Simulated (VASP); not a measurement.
# BN (P6_3mc) in VASP: notebook

BN is run at these levels: PBE; tasks: single point.

All numbers are computed with VASP 6.6.1; they aren't measurements. Logs are shortened: lines on timing, memory, paths and dates and some standing lists are left out, and cuts for length are marked.

## Step 1: The cell of the first run

It takes space group P6_3mc (No. 186, hexagonal). Conventional cell: a = 2.456 Å, b = 2.456 Å, c = 4.063 Å, α = 90.00°, β = 90.00°, γ = 120.00°. B (site symmetry 3m) has 4 N at 1.51 to 1.52 Å within 2.0 Å. N (site symmetry 3m) has 4 B at 1.51 to 1.52 Å within 2.0 Å.

## Step 2: Single point, PBE (volume changed by -10%)

INCAR reads:

```
PREC = Accurate ; ENCUT = 520
EDIFF = 1E-6 ; ISMEAR = 0
SIGMA = 0.01 ; LREAL = False
LASPH = True ; NELM = 100
ALGO = Normal ; ISIF = 2
LWAVE = False ; LCHARG = False
GGA = PE ; NBANDS = 16
```

KPOINTS reads:

```
regular mesh
0
Gamma
  6 6 4
```

POSCAR reads:

```
BN
1.0
    2.4561560539      0.0000000000      0.0000000000
   -1.2280780269      2.1270935384      0.0000000000
    0.0000000000      0.0000000000      4.0626024370
B N
2 2
Direct
    0.6666666667      0.3333333333      0.0002035745
    0.3333333333      0.6666666667      0.5002035745
    0.6666666667      0.3333333333      0.3747964255
    0.3333333333      0.6666666667      0.8747964255
```

Potentials or basis: VASP PAW PBE potentials, release 64 (B, N).

Run with:

```bash
cat potpaw_PBE.64/B/POTCAR potpaw_PBE.64/N/POTCAR > POTCAR
mpirun -np 1 vasp_std > vasp.out
```

OUTCAR:

```text
PREC = Accurate
   ENCUT = 520
   EDIFF = 1E-6
   ISMEAR = 0
   LREAL = False
   LASPH = True
   NELM = 100
   ISIF = 2
   GGA = PE

 ion  position               nearest neighbor table
   1  0.667  0.333  0.000-   4 1.51   4 1.51   4 1.51   3 1.52
   2  0.333  0.667  0.500-   3 1.51   3 1.51   3 1.51   4 1.52
   3  0.667  0.333  0.375-   2 1.51   2 1.51   2 1.51   1 1.52
   4  0.333  0.667  0.875-   1 1.51   1 1.51   1 1.51   2 1.52

  LATTYP: Found a hexagonal cell.
 ALAT       =     2.4561560539
 C/A-ratio  =     1.6540489887

  Lattice vectors:

 A1 = (   2.4561560539,   0.0000000000,   0.0000000000)
 A2 = (  -1.2280780269,   2.1270935384,   0.0000000000)
 A3 = (   0.0000000000,   0.0000000000,   4.0626024370)

Analysis of symmetry for initial positions (statically):
=====================================================================
 Subroutine PRICEL returns:
 Original cell was already a primitive cell.

 Routine SETGRP: Setting up the symmetry group for a
 hexagonal supercell.

 Subroutine GETGRP returns: Found 12 space group operations
 (whereof  6 operations were pure point group operations)
 out of a pool of 24 trial point group operations.

The static configuration has the point symmetry C_3v.
 The point group associated with its full space group is C_6v.

Analysis of symmetry for dynamics (positions and initial velocities):
=====================================================================
 Subroutine PRICEL returns:
 Original cell was already a primitive cell.

 Routine SETGRP: Setting up the symmetry group for a
 hexagonal supercell.

 Subroutine GETGRP returns: Found 12 space group operations
 (whereof  6 operations were pure point group operations)
 out of a pool of 24 trial point group operations.

The dynamic configuration has the point symmetry C_3v.
 The point group associated with its full space group is C_6v.

 Subroutine INISYM returns: Found 12 space group operations
 (whereof  6 operations are pure point group operations),
 and found     1 'primitive' translations

----------------------------------------------------------------------------------------

                                     Primitive cell

  volume of cell :      21.2250

  direct lattice vectors                    reciprocal lattice vectors
     2.456156054  0.000000000  0.000000000     0.407140254  0.235062535  0.000000000
    -1.228078027  2.127093538  0.000000000     0.000000000  0.470125071  0.000000000
     0.000000000  0.000000000  4.062602437     0.000000000  0.000000000  0.246147639

  length of vectors
     2.456156054  2.456156054  4.062602437     0.470125071  0.470125071  0.246147639

  position of ions in fractional coordinates (direct lattice)
     0.666666667  0.333333333  0.000203574
     0.333333333  0.666666667  0.500203574
     0.666666667  0.333333333  0.374796426
     0.333333333  0.666666667  0.874796426

  ion indices of the primitive-cell ions
   primitive index   ion index
                 1           1
                 2           2
                 3           3
                 4           4

----------------------------------------------------------------------------------------

 KPOINTS: regular mesh

Automatic generation of k-mesh.
 Grid dimensions read from file:
 generate k-points for:    6    6    4

 Generating k-lattice:

  Cartesian coordinates                     Fractional coordinates (reciprocal lattice)
     0.067856709  0.039177089  0.000000000     0.166666667  0.000000000  0.000000000
     0.000000000  0.078354178  0.000000000     0.000000000  0.166666667  0.000000000
     0.000000000  0.000000000  0.061536910     0.000000000  0.000000000  0.250000000

  Length of vectors
     0.078354178  0.078354178  0.061536910

  Shift w.r.t. Gamma in fractional coordinates (k-lattice)
     0.000000000  0.000000000  0.000000000

 Subroutine IBZKPT returns following result:
 ===========================================

 Found     21 irreducible k-points:

 Following reciprocal coordinates:
            Coordinates               Weight
  0.000000  0.000000  0.000000      1.000000
  0.166667 -0.000000  0.000000      6.000000
  0.333333 -0.000000  0.000000      6.000000
  0.500000  0.000000  0.000000      3.000000
  0.166667  0.166667  0.000000      6.000000
  0.333333  0.166667  0.000000     12.000000
[... 13 lines left out ...]
  0.333333  0.166667  0.500000     12.000000
  0.333333  0.333333  0.500000      2.000000
   k-points           NKPTS =     21   k-points in BZ     NKDIM =     21   number of bands    NBANDS=     16
   number of dos      NEDOS =    301   number of ions     NIONS =      4
   total plane-waves  NPLWV =   9720
   dimension x,y,z NGX =    18 NGY =   18 NGZ =   30
   dimension x,y,z NGXF=    36 NGYF=   36 NGZF=   60
   ions per type =               2   2
   NGX,Y,Z   is equivalent  to a cutoff of  12.18, 12.18, 12.28 a.u.
   NGXF,Y,Z  is equivalent  to a cutoff of  24.37, 24.37, 24.55 a.u.
 SYSTEM =  unknown system
   PREC   = accura    normal or accurate (medium, high low for compatibility)
   ISTART =      0    job   : 0-new  1-cont  2-samecut
   ICHARG =      2    charge: 1-file 2-atom 10-const
   ISPIN  =      1    spin polarized calculation?
   LNONCOLLINEAR =      F non collinear calculations
   LSORBIT =      F    spin-orbit coupling
   LASPH  =      T    aspherical Exc in radial PAW
   ENCUT  =  520.0 eV  38.22 Ry    6.18 a.u.   4.57  4.57  7.55*2*pi/ulx,y,z
   NELM   =    100;   NELMIN=  2; NELMDL= -5     # of ELM steps
   EDIFF  = 0.1E-05   stopping-criterion for ELM
   LREAL  =      F    real-space projection
   EDIFFG = 0.1E-04   stopping-criterion for IOM
   NSW    =      0    number of steps for IOM
   IBRION =     -1    ionic relax: 0-MD 1-quasi-New 2-CG
   NFREE  =      0    steps in history (QN), initial steepest desc. (CG)
   ISIF   =      2    stress and relaxation
   ISYM   =      2    0-nonsym 1-usesym 2-fastsym
   POTIM  = 0.5000    time-step for ionic-motion
   TEBEG  =    0.0;   TEEND  =   0.0 temperature during run
   PSTRESS=    0.0 pullay stress
   NELECT =      16.0000    total number of electrons
   NUPDOWN=      -1.0000    fix difference up-down
   EMIN   =  10.00;   EMAX   =-10.00  energy-range for DOS
   EFERMI =   0.00;   METHOD = LEGACY
   ISMEAR =     0;   SIGMA  =   0.01  broadening in eV -4-tet -1-fermi 0-gaus
   EFERMI_NEDOS =   21; number of points for ismear=-14 and -15
   IALGO  =     38    algorithm
   IMIX   =      4    mixing-type and parameters
     AMIX     =   0.40;   BMIX     =  1.00
     AMIX_MAG =   1.60;   BMIX_MAG =  1.00
  volume/ion in A,a.u.               =       5.31        35.81
  Fermi-wavevector in a.u.,A,eV,Ry     =   1.489930  2.815559 30.203457  2.219891
  Thomas-Fermi vector in A             =   2.602776
   LORBIT       =      0    0 simple, 1 ext, 2 COOP (PROOUT), +10 PAW based schemes
   GGA     = PE    functional components
   LHFCALC =     F    Hartree Fock is set to
   AEXX    =    0.0000 exact exchange contribution
   IVDW    =     0    specifies the selected vdW correction
   LEPSILON=     F    determine dielectric tensor
   LRPA    =     F    only Hartree local field effects (RPA)
 non-spin polarized calculation
 Gauss-broadening in eV      SIGMA  =   0.01
  energy-cutoff  :      520.00
  volume of cell :       21.22
 maximum number of plane-waves:       592
   NGX =  9   NGY =  9   NGZ = 15

 number of electron      16.0000000 magnetization

 Free energy of the ion-electron system (eV)
  ---------------------------------------------------
  ext. energy  EPLUGINS =         0.00000000
  ---------------------------------------------------
  free energy    TOTEN  =       -34.40756798 eV

  energy without entropy =      -34.40756798  energy(sigma->0) =      -34.40756798

 E-fermi :   9.1150     XC(G=0): -13.3492

 val. band max:        8.9656381619   @ k =   0.0000   0.0000   0.0000
 cond. band min:      13.9574584537   @ k =   0.3333   0.3333   0.0000
 fundamental gap:      4.9918202917
 Fermi energy:         9.1150455878

 k-point     1 :       0.0000    0.0000    0.0000
  band No.  band energies     occupation
      1     -12.7400      2.00000
      2      -8.0644      2.00000
      3      -3.0232      2.00000
      4       6.5975      2.00000
      5       6.5975      2.00000
      6       8.6574      2.00000
[... 8 lines left out ...]
     15      21.6970      0.00000
     16      26.5993      0.00000

 k-point     2 :       0.1667   -0.0000    0.0000
  band No.  band energies     occupation
      1     -12.0864      2.00000
      2      -7.5640      2.00000
      3      -2.3853      2.00000
      4       4.0670      2.00000
      5       5.5318      2.00000
      6       6.8678      2.00000
[... 8 lines left out ...]
     15      23.5052      0.00000
     16      25.3373      0.00000

 k-point     3 :       0.3333   -0.0000    0.0000
  band No.  band energies     occupation
      1     -10.2179      2.00000
      2      -6.4786      2.00000
      3      -0.6800      2.00000
      4       0.0923      2.00000
      5       3.0564      2.00000
      6       4.0120      2.00000
[... 8 lines left out ...]
     15      26.4383      0.00000
     16      26.8469      0.00000

 k-point     4 :       0.5000    0.0000    0.0000
  band No.  band energies     occupation
      1      -8.1339      2.00000
      2      -6.8117      2.00000
      3      -1.3079      2.00000
      4       0.4998      2.00000
      5       1.4185      2.00000
      6       3.4096      2.00000
[... 8 lines left out ...]
     15      26.6998      0.00000
     16      28.4765      0.00000
[... 267 lines left out ...]
 k-point    19 :       0.1667    0.1667    0.5000
  band No.  band energies     occupation
      1      -9.3436      2.00000
      2      -9.3436      2.00000
      3       1.8925      2.00000
      4       1.8925      2.00000
      5       4.1270      2.00000
      6       4.1270      2.00000
[... 8 lines left out ...]
     15      25.3733      0.00000
     16      25.3733      0.00000

 k-point    20 :       0.3333    0.1667    0.5000
  band No.  band energies     occupation
      1      -7.4778      2.00000
      2      -7.4778      2.00000
      3      -0.9007      2.00000
      4      -0.9007      2.00000
      5       2.7845      2.00000
      6       2.7845      2.00000
[... 8 lines left out ...]
     15      26.8194      0.00000
     16      26.8194      0.00000

 k-point    21 :       0.3333    0.3333    0.5000
  band No.  band energies     occupation
      1      -6.5946      2.00000
      2      -6.5946      2.00000
      3      -0.5770      2.00000
      4      -0.5770      2.00000
      5       0.2844      2.00000
      6       0.2844      2.00000
[... 8 lines left out ...]
     15      27.4350      0.00000
     16      27.4350      0.00000

------------------------ aborting loop because EDIFF is reached ----------------------------------------

  FORCE on cell =-STRESS in cart. coord.  units (eV):
  Direction    XX          YY          ZZ          XY          YZ          ZX
  --------------------------------------------------------------------------------------
  -------------------------------------------------------------------------------------
  Total        7.2561752      7.2561752      7.3030148      0.0000000      0.0000000      0.0000000
  in kB      547.7362358    547.7362358    551.2719463      0.0000000      0.0000000      0.0000000
  external PRESSURE =     548.9148060 kB  Pullay stress =       0.0000000 kB

 VOLUME and BASIS-vectors are now :
 -----------------------------------------------------------------------------
  energy-cutoff  :      520.00
  volume of cell :       21.22
      direct lattice vectors                 reciprocal lattice vectors
     2.456156054  0.000000000  0.000000000     0.407140254  0.235062535  0.000000000
    -1.228078027  2.127093538  0.000000000     0.000000000  0.470125071  0.000000000
     0.000000000  0.000000000  4.062602437     0.000000000  0.000000000  0.246147639

 POSITION                                       TOTAL-FORCE (eV/Angst)
 -----------------------------------------------------------------------------------
      1.22808      0.70903      0.00083         0.000000      0.000000      0.093145
     -0.00000      1.41806      2.03213        -0.000000      0.000000      0.093145
      1.22808      0.70903      1.52265        -0.000000      0.000000     -0.093145
     -0.00000      1.41806      3.55395        -0.000000      0.000000     -0.093145
 -----------------------------------------------------------------------------------
    total drift:                                0.000000      0.000000     -0.000485

  FREE ENERGIE OF THE ION-ELECTRON SYSTEM (eV)
  ---------------------------------------------------
  free  energy   TOTEN  =       -34.4075679838 eV

  energy  without entropy=      -34.4075679838  energy(sigma->0) =      -34.40756798
```

Wall time 5.3 s (1 thread of Intel Xeon Platinum 8488C (Sapphire Rapids), shared host); peak memory 0.12 GiB.

What came out:

* Free energy: -34.4076 eV
* Pressure: 54.9 GPa
* Largest force: 0.093 eV/Å
* Band gap on the k mesh: 4.99 eV, indirect (least direct gap 8.81 eV)

Forces on the atoms (eV/Å):
```
B    0.000  0.000  0.093
B    0.000  0.000  0.093
N    0.000  0.000 -0.093
N    0.000  0.000 -0.093
```

Stress tensor (GPa, compression positive):
```
54.77  0.00  0.00
 0.00 54.77  0.00
 0.00  0.00 55.13
```

Caveat: the k points lie up to 0.49 Å⁻¹ apart. A k mesh can miss the band edges.

(Part 1 of 2 ends here.)
